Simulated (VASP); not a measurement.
Wanted: the native input for a VASP 6.6.1 run.

```yaml
Task: single point
Functional: PBE
Potentials_or_basis: VASP PAW PBE potentials, release 64 (Sc_sv)
Cutoff: 520 eV
k_mesh: 18 × 18 × 10
Occupations: gaussian, width 0.15 eV
Spin: no spin polarisation
Dipole_correction: no
Further_INCAR_settings: ALGO = Fast; EDIFF = 1e-07; NBANDS = 18
```

The structure of Sc lies in POSCAR:

```
Sc
1.0
    3.1136980336      0.0000000000      0.0000000000
   -1.5568490168      2.6965415968      0.0000000000
    0.0000000000      0.0000000000      5.9488533602
Sc
2
Direct
    0.3333333333      0.6666666667      0.2500000000
    0.6666666667      0.3333333333      0.7500000000
```

This cell differs from its parent crystal: ratio of the length along z to the lengths across it x 1.2, volume and fractional coordinates fixed.

One way to write it, as run:

INCAR

```
SYSTEM = Sc
PREC = Accurate ; ENCUT = 520
EDIFF = 1E-7 ; ISMEAR = 0
SIGMA = 0.15 ; LREAL = .FALSE.
LASPH = .TRUE. ; NELM = 60
ALGO = Fast ; ISIF = 2
LWAVE = .FALSE. ; LCHARG = .TRUE.
GGA = PE ; LELF = .TRUE.
LVHAR = .TRUE. ; NBANDS = 18
```

KPOINTS

```
Automatic mesh
0
G
  18 18 10
  0 0 0
```

Potentials or basis: VASP PAW PBE potentials, release 64 (Sc_sv).

Launch:

```console
$ cat potpaw_PBE.64/Sc_sv/POTCAR > POTCAR
$ mpirun -np 1 vasp_std > vasp.out
```

It gave:

```yaml
Pressure: 0.2 GPa
Band_gap_on_the_k_mesh: zero (band 11 reaches 3.99 eV, above the bottom of band 12 at 3.42 eV)
```

Wall time 3 min on 1 thread of Intel(R) Xeon(R) Platinum 8375C CPU @ 2.90GHz (Ice Lake) (shared host), peak memory 0.29 GiB.
